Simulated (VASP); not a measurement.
# Si: single point with PBE

Si:

```xyz
2
Lattice="0.0000 2.7577 2.7577 2.7577 0.0000 2.7577 2.7577 2.7577 0.0000" Properties=species:S:1:pos:R:3 pbc="T T T"
Si    2.7577    2.7577    2.7577
Si    4.1365    4.1365    4.1365
```

```json
{
  "Program": "VASP 6.6.1",
  "Task": "single point",
  "Functional": "PBE",
  "Potentials or basis": "VASP PAW PBE potentials, release 64 (Si)",
  "Cutoff": "520 eV",
  "k mesh": "8 × 8 × 8",
  "Occupations": "fermi-dirac, width 0.05 eV",
  "Spin": "no spin polarisation"
}
```

The pressure is -2.1 GPa. The band gap on the k mesh is 0.69 eV, indirect (least direct gap 2.53 eV).

Levels at points of the mesh, in eV from the valence-band top:
| k point | band 1 | band 2 | band 3 | band 4 | band 5 | band 6 | band 7 | band 8 | band 9 |
| --- | --- | --- | --- | --- | --- | --- | --- | --- | --- |
| (0.00, 0.00, 0.00) | -11.64 | 0.00 | 0.00 | 0.00 | 2.54 | 2.54 | 2.54 | 2.85 | 7.69 |
| (0.50, 0.00, 0.00) | -9.43 | -6.75 | -1.16 | -1.16 | 1.38 | 3.36 | 3.36 | 7.67 | 10.43 |
| (0.50, 0.50, 0.00) | -7.67 | -7.67 | -2.73 | -2.73 | 0.80 | 0.80 | 9.72 | 9.72 | 10.83 |

Wall time 6.6 s on 1 thread of Intel(R) Xeon(R) 6975P-C (Granite Rapids), on a shared host, peak memory 0.16 GiB.

A k mesh can miss the band edges.
